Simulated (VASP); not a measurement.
Crystal: MnS.

```
CELL_PARAMETERS angstrom
0.00000 2.47346 2.47346
2.47346 0.00000 2.47346
2.47346 2.47346 0.00000
ATOMIC_POSITIONS crystal
Mn 0.00000 0.00000 0.00000
S 0.75000 0.75000 0.75000
```

Base run:

- Program: VASP 6.6.1
- Functional: PBEsol
- Potentials or basis: VASP PAW PBE potentials, release 64 (Mn_sv, S)
- Cutoff: 680 eV
- k mesh: 8 × 8 × 8
- Occupations: fermi-dirac, width 0.05 eV
- Spin: collinear spin, ferromagnetic start
- Starting moments: [1.0, 0.0] μB
- Fixed moment: 1 μB

Its results: pressure -0.6 GPa; site moments Mn +0.92; S -0.03 μB.

Problem. After a change of settings the same cell gave: pressure 5.1 GPa; site moments Mn +0.93; S -0.04 μB. Which change was it?
A. fixed moment from 1 μB to 2 μB; moments at the start from [1.0, 0.0] to [2.0, 0.0]
B. fixed moment from 1 μB to 4 μB; moments at the start from [1.0, 0.0] to [4.0, 0.0]
C. fixed moment from 1 μB to 3 μB; moments at the start from [1.0, 0.0] to [3.0, 0.0]
D. functional from PBEsol to PBE

Solution. D.

PBE binds less tightly than PBEsol, so the same cell stands under more pressure.

Caveats: the total moment is fixed, so each spin has its own Fermi level and the state may be an excited one; a cell with one magnetic atom can't hold antiferromagnetic order, which such compounds often take; the PAW data sets were made with another functional, which shifts forces and pressure a little (at least some runs); the cell stands under pressure (at least some runs).
